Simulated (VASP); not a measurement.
Crystal: FeSb.

```
Fe Sb
1.0
     4.06000    0.00000    0.00000
    -2.03000    3.51606    0.00000
     0.00000    0.00000    5.13000
Fe Sb
2 2
Direct
  0.00000 0.00000 0.00000
  0.00000 0.00000 0.50000
  0.33333 0.66667 0.25000
  0.66667 0.33333 0.75000
```

Base run:

* Program: VASP 6.6.1
* Functional: LDA
* Potentials or basis: VASP PAW LDA potentials, release 64 (Fe, Sb)
* Cutoff: 520 eV
* k mesh: 8 × 8 × 6
* Occupations: fermi-dirac, width 0.1 eV
* Spin: collinear spin, ferromagnetic start
* Starting moments: [1.915, 1.915, 0.0, 0.0] μB
* Fixed moment: 3.83 μB

Its results: pressure -9.3 GPa; site moments Fe +1.92; Sb -0.04 μB.

Question: The run is repeated on the same cell with these changes: fixed moment from 3.83 μB to 2.41 μB; moments at the start from [1.92, 1.92, 0.0, 0.0] to [1.2, 1.2, 0.0, 0.0]. What comes out?

Answer: Pressure -13.5 GPa; site moments Fe +1.29; Sb -0.06 μB.

Caveats: the cell stands under tension; the total moment is fixed, so each spin has its own Fermi level and the state may be an excited one; the run started ferromagnetic, and an antiferromagnetic order may lie lower in energy.
